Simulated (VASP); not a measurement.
# LiPb2 (Pnnm) in VASP: single point with PBE

Aim: the single point of LiPb2 with PBE.

Everything below comes from runs of VASP 6.6.1. Logs are shortened: lines on timing, memory, paths and dates and some standing lists are left out, and cuts for length are marked.

## 1. The cell of the first run

It takes space group Pnnm (No. 58, orthorhombic). The conventional cell has a = 5.253 Å, b = 6.411 Å, c = 4.002 Å, α = 90.00°, β = 90.00°, γ = 90.00°. Li (site symmetry 2/m) has 6 Pb at 2.65 to 2.66 Å within 3.5 Å. Within 4.3 Å of Pb (site symmetry m) lie 12 Pb at 2.62 to 4.00 Å and 6 Li at 2.65 to 4.26 Å.

## 2. Single point, PBE

INCAR

```
SYSTEM = LiPb2
PREC = Accurate
ENCUT = 520
EDIFF = 1E-6
ISMEAR = 0
SIGMA = 0.1
LREAL = .FALSE.
LASPH = .TRUE.
NELM = 60
ALGO = Fast
ISIF = 2
LWAVE = .FALSE.
LCHARG = .FALSE.
GGA = PE
NBANDS = 40
```

KPOINTS

```
regular mesh
0
G
  4 4 4
  0 0 0
```

POSCAR

```
LiPb2
1.0
    5.2527958804      0.0000000000      0.0000000000
    0.0000000000      6.4109968350      0.0000000000
    0.0000000000      0.0000000000      4.0021752170
Li Pb
2 4
Direct
    0.0000000000      0.0000000000      0.0000000000
    0.5000000000      0.5000000000      0.5000000000
    0.2004000000      0.3787000000      0.0000000000
    0.7996000000      0.6213000000      0.0000000000
    0.7004000000      0.1213000000      0.5000000000
    0.2996000000      0.8787000000      0.5000000000
```

Potentials or basis: VASP PAW PBE potentials, release 64 (Li_sv, Pb_d).

On the command line:

```bash
$ cat potpaw_PBE.64/Li_sv/POTCAR potpaw_PBE.64/Pb_d/POTCAR > POTCAR
$ mpirun -np 1 vasp_std > vasp.out
```

OUTCAR:

```text
SYSTEM = LiPb2
   PREC = Accurate
   ENCUT = 520
   EDIFF = 1E-6
   ISMEAR = 0
   LREAL = .FALSE.
   LASPH = .TRUE.
   NELM = 60
   ISIF = 2
   GGA = PE

 ion  position               nearest neighbor table
   1  0.000  0.000  0.000-   3 2.65   4 2.65   5 2.66   6 2.66   5 2.66   6 2.66
   2  0.500  0.500  0.500-   5 2.65   6 2.65   3 2.66   4 2.66   3 2.66   4 2.66
   3  0.200  0.379  0.000-   4 2.62   1 2.65   2 2.66   2 2.66   4 3.51   5 3.69   5 3.69   5 3.69
                             5 3.69   6 3.81   6 3.81   6 3.81   6 3.81
   4  0.800  0.621  0.000-   3 2.62   1 2.65   2 2.66   2 2.66   3 3.51   6 3.69   6 3.69   6 3.69
                             6 3.69   5 3.81   5 3.81   5 3.81   5 3.81
   5  0.700  0.121  0.500-   6 2.62   2 2.65   1 2.66   1 2.66   6 3.51   3 3.69   3 3.69   3 3.69
                             3 3.69   4 3.81   4 3.81   4 3.81   4 3.81
   6  0.300  0.879  0.500-   5 2.62   2 2.65   1 2.66   1 2.66   5 3.51   4 3.69   4 3.69   4 3.69
                             4 3.69   3 3.81   3 3.81   3 3.81   3 3.81

  LATTYP: Found a simple orthorhombic cell.
 ALAT       =     4.0021752170
 B/A-ratio  =     1.3124852351
 C/A-ratio  =     1.6018781006

  Lattice vectors:

 A1 = (   0.0000000000,   0.0000000000,   4.0021752170)
 A2 = (   5.2527958804,   0.0000000000,   0.0000000000)
 A3 = (   0.0000000000,   6.4109968350,   0.0000000000)

Analysis of symmetry for initial positions (statically):
=====================================================================
 Subroutine PRICEL returns:
 Original cell was already a primitive cell.

 Routine SETGRP: Setting up the symmetry group for a
 simple orthorhombic supercell.

 Subroutine GETGRP returns: Found  8 space group operations
 (whereof  4 operations were pure point group operations)
 out of a pool of  8 trial point group operations.

The static configuration has the point symmetry C_2h.
 The point group associated with its full space group is D_2h.

Analysis of symmetry for dynamics (positions and initial velocities):
=====================================================================
 Subroutine PRICEL returns:
 Original cell was already a primitive cell.

 Routine SETGRP: Setting up the symmetry group for a
 simple orthorhombic supercell.

 Subroutine GETGRP returns: Found  8 space group operations
 (whereof  4 operations were pure point group operations)
 out of a pool of  8 trial point group operations.

The dynamic configuration has the point symmetry C_2h.
 The point group associated with its full space group is D_2h.

 Subroutine INISYM returns: Found  8 space group operations
 (whereof  4 operations are pure point group operations),
 and found     1 'primitive' translations

----------------------------------------------------------------------------------------

                                     Primitive cell

  volume of cell :     134.7759

  direct lattice vectors                    reciprocal lattice vectors
     5.252795880  0.000000000  0.000000000     0.190374807  0.000000000  0.000000000
     0.000000000  6.410996835  0.000000000     0.000000000  0.155981983  0.000000000
     0.000000000  0.000000000  4.002175217     0.000000000  0.000000000  0.249864123

  length of vectors
     5.252795880  6.410996835  4.002175217     0.190374807  0.155981983  0.249864123

  position of ions in fractional coordinates (direct lattice)
     0.000000000  0.000000000  0.000000000
     0.500000000  0.500000000  0.500000000
     0.200400000  0.378700000  0.000000000
     0.799600000  0.621300000  0.000000000
     0.700400000  0.121300000  0.500000000
     0.299600000  0.878700000  0.500000000

  ion indices of the primitive-cell ions
   primitive index   ion index
                 1           1
                 2           2
                 3           3
                 4           4
                 5           5
                 6           6

----------------------------------------------------------------------------------------

 KPOINTS: regular mesh

Automatic generation of k-mesh.
 Grid dimensions read from file:
 generate k-points for:    4    4    4

 Generating k-lattice:

  Cartesian coordinates                     Fractional coordinates (reciprocal lattice)
     0.047593702  0.000000000  0.000000000     0.250000000  0.000000000  0.000000000
     0.000000000  0.038995496  0.000000000     0.000000000  0.250000000  0.000000000
     0.000000000  0.000000000  0.062466031     0.000000000  0.000000000  0.250000000

  Length of vectors
     0.047593702  0.038995496  0.062466031

  Shift w.r.t. Gamma in fractional coordinates (k-lattice)
     0.000000000  0.000000000  0.000000000

 Subroutine IBZKPT returns following result:
 ===========================================

 Found     27 irreducible k-points:

 Following reciprocal coordinates:
            Coordinates               Weight
  0.000000  0.000000  0.000000      1.000000
  0.250000  0.000000  0.000000      2.000000
  0.500000  0.000000  0.000000      1.000000
  0.000000  0.250000  0.000000      2.000000
  0.250000  0.250000  0.000000      4.000000
  0.500000  0.250000  0.000000      2.000000
[... 16 lines left out ...]
  0.250000  0.250000  0.500000      4.000000
  0.500000  0.250000  0.500000      2.000000
 [... further k-points ...]
   k-points           NKPTS =     27   k-points in BZ     NKDIM =     27   number of bands    NBANDS=     40
   number of dos      NEDOS =    301   number of ions     NIONS =      6
   total plane-waves  NPLWV =  57600
   dimension x,y,z NGX =    40 NGY =   48 NGZ =   30
   dimension x,y,z NGXF=    80 NGYF=   96 NGZF=   60
   ions per type =               2   4
   NGX,Y,Z   is equivalent  to a cutoff of  12.66, 12.45, 12.46 a.u.
   NGXF,Y,Z  is equivalent  to a cutoff of  25.32, 24.89, 24.92 a.u.
 SYSTEM =  LiPb2
   PREC   = accura    normal or accurate (medium, high low for compatibility)
   ISTART =      0    job   : 0-new  1-cont  2-samecut
   ICHARG =      2    charge: 1-file 2-atom 10-const
   ISPIN  =      1    spin polarized calculation?
   LNONCOLLINEAR =      F non collinear calculations
   LSORBIT =      F    spin-orbit coupling
   LASPH  =      T    aspherical Exc in radial PAW
   ENCUT  =  520.0 eV  38.22 Ry    6.18 a.u.   9.77 11.92  7.44*2*pi/ulx,y,z
   NELM   =     60;   NELMIN=  2; NELMDL= -5     # of ELM steps
   EDIFF  = 0.1E-05   stopping-criterion for ELM
   LREAL  =      F    real-space projection
   EDIFFG = 0.1E-04   stopping-criterion for IOM
   NSW    =      0    number of steps for IOM
   IBRION =     -1    ionic relax: 0-MD 1-quasi-New 2-CG
   NFREE  =      0    steps in history (QN), initial steepest desc. (CG)
   ISIF   =      2    stress and relaxation
   ISYM   =      2    0-nonsym 1-usesym 2-fastsym
   POTIM  = 0.5000    time-step for ionic-motion
   TEBEG  =    0.0;   TEEND  =   0.0 temperature during run
   PSTRESS=    0.0 pullay stress
   NELECT =      62.0000    total number of electrons
   NUPDOWN=      -1.0000    fix difference up-down
   EMIN   =  10.00;   EMAX   =-10.00  energy-range for DOS
   EFERMI =   0.00;   METHOD = LEGACY
   ISMEAR =     0;   SIGMA  =   0.10  broadening in eV -4-tet -1-fermi 0-gaus
   EFERMI_NEDOS =   21; number of points for ismear=-14 and -15
   IALGO  =     68    algorithm
   IMIX   =      4    mixing-type and parameters
     AMIX     =   0.40;   BMIX     =  1.00
     AMIX_MAG =   1.60;   BMIX_MAG =  1.00
  volume/ion in A,a.u.               =      22.46       151.59
  Fermi-wavevector in a.u.,A,eV,Ry     =   1.263770  2.388179 21.730059  1.597114
  Thomas-Fermi vector in A             =   2.397110
   LORBIT       =      0    0 simple, 1 ext, 2 COOP (PROOUT), +10 PAW based schemes
   GGA     = PE    functional components
   LHFCALC =     F    Hartree Fock is set to
   AEXX    =    0.0000 exact exchange contribution
   IVDW    =     0    specifies the selected vdW correction
   LEPSILON=     F    determine dielectric tensor
   LRPA    =     F    only Hartree local field effects (RPA)
 non-spin polarized calculation
 RMM-DIIS sequential band-by-band and
 Gauss-broadening in eV      SIGMA  =   0.10
  energy-cutoff  :      520.00
  volume of cell :      134.78
 maximum number of plane-waves:      3648
 NGX is ok and might be reduce to    40
   NGX = 19   NGY = 23   NGZ = 15

 number of electron      61.9999980 magnetization

 Free energy of the ion-electron system (eV)
  ---------------------------------------------------
  ext. energy  EPLUGINS =         0.00000000
  ---------------------------------------------------
  free energy    TOTEN  =       -15.49906383 eV

  energy without entropy =      -15.48669145  energy(sigma->0) =      -15.49287764

 E-fermi :   7.1037     XC(G=0): -10.1716

 val. band max:        7.0976456834   @ k =   0.0000   0.2500   0.5000
 cond. band min:       7.1259136008   @ k =   0.5000   0.2500   0.5000
 fundamental gap:      0.0282679174
 Fermi energy:         7.1036831646

 k-point     1 :       0.0000    0.0000    0.0000
  band No.  band energies     occupation
      1     -39.2676      2.00000
      2     -39.2671      2.00000
      3     -10.7001      2.00000
      4     -10.6817      2.00000
      5     -10.2520      2.00000
      6     -10.2420      2.00000
[... 32 lines left out ...]
     39      13.7761      0.00000
     40      13.9592      0.00000

 k-point     2 :       0.2500    0.0000    0.0000
  band No.  band energies     occupation
      1     -39.2675      2.00000
      2     -39.2672      2.00000
      3     -10.7046      2.00000
      4     -10.6936      2.00000
      5     -10.2525      2.00000
      6     -10.2243      2.00000
[... 32 lines left out ...]
     39      12.8087      0.00000
     40      13.7413      0.00000

 k-point     3 :       0.5000    0.0000    0.0000
  band No.  band energies     occupation
      1     -39.2673      2.00000
      2     -39.2673      2.00000
      3     -10.7069      2.00000
      4     -10.7069      2.00000
      5     -10.2373      2.00000
      6     -10.2373      2.00000
[... 853 lines left out ...]
  band No.  band energies     occupation
      1     -39.2670      2.00000
      2     -39.2670      2.00000
      3     -10.6914      2.00000
      4     -10.6906      2.00000
      5     -10.2639      2.00000
      6     -10.2485      2.00000
[... 32 lines left out ...]
     39      13.3936      0.00000
     40      14.1111      0.00000

 k-point    24 :       0.5000    0.2500    0.5000
  band No.  band energies     occupation
      1     -39.2671      2.00000
      2     -39.2671      2.00000
      3     -10.6967      2.00000
      4     -10.6967      2.00000
      5     -10.2481      2.00000
      6     -10.2481      2.00000
[... 32 lines left out ...]
     39      14.6372      0.00000
     40      14.6725      0.00000

 [... further k-points ...]

------------------------ aborting loop because EDIFF is reached ----------------------------------------

  FORCE on cell =-STRESS in cart. coord.  units (eV):
  Direction    XX          YY          ZZ          XY          YZ          ZX
  --------------------------------------------------------------------------------------
  -------------------------------------------------------------------------------------
  Total       17.2098986     11.2957222      5.7529737     -0.0000000      0.0000000      0.0000000
  in kB      204.5863749    134.2803306     68.3897134     -0.0000000      0.0000000      0.0000000
  external PRESSURE =     135.7521396 kB  Pullay stress =       0.0000000 kB

 VOLUME and BASIS-vectors are now :
 -----------------------------------------------------------------------------
  energy-cutoff  :      520.00
  volume of cell :      134.78
      direct lattice vectors                 reciprocal lattice vectors
     5.252795880  0.000000000  0.000000000     0.190374807  0.000000000  0.000000000
     0.000000000  6.410996835  0.000000000     0.000000000  0.155981983  0.000000000
     0.000000000  0.000000000  4.002175217     0.000000000  0.000000000  0.249864123

 POSITION                                       TOTAL-FORCE (eV/Angst)
 -----------------------------------------------------------------------------------
      0.00000      0.00000      0.00000         0.000000      0.000000      0.000000
      2.62640      3.20550      2.00109         0.000000      0.000000      0.000000
      1.05266      2.42784      0.00000         2.506611     -1.792538      0.000000
      4.20014      3.98315      0.00000        -2.506611      1.792538     -0.000000
      3.67906      0.77765      2.00109         2.506611      1.792538      0.000000
      1.57374      5.63334      2.00109        -2.506611     -1.792538     -0.000000
 -----------------------------------------------------------------------------------
    total drift:                                0.000000     -0.000000     -0.000000

  FREE ENERGIE OF THE ION-ELECTRON SYSTEM (eV)
  ---------------------------------------------------
  free  energy   TOTEN  =       -15.4990638285 eV

  energy  without entropy=      -15.4866914537  energy(sigma->0) =      -15.49287764
```

Wall time 4.7 min (1 thread of Intel Xeon Platinum 8375C at 2.90GHz (Ice Lake), shared host); peak memory 0.29 GiB.

Results:

| Quantity | Value |
| --- | --- |
| Free energy | -15.4991 eV |
| Largest force | 3.082 eV/Å |
| Band gap on the k mesh | zero (bands 31 and 32 overlap by 3.27 eV) |

Forces on the atoms (eV/Å):
```
Li   0.000  0.000  0.000
Li   0.000  0.000  0.000
Pb   2.507 -1.793  0.000
Pb  -2.507  1.793  0.000
Pb   2.507  1.793  0.000
Pb  -2.507 -1.793  0.000
```

Caveat: the k points lie up to 0.39 Å⁻¹ apart, too coarse for converged energies and pressures of a metal; the cutoff is under 1.25 times the usual one of these potentials, so pressure, stress and relaxed cells hold a basis-set (Pulay) error; spin-orbit coupling is left out, which moves the levels of the heavy elements; forces of over 1 eV/Å act on the atoms, so gaps and moduli don't describe the material at rest.
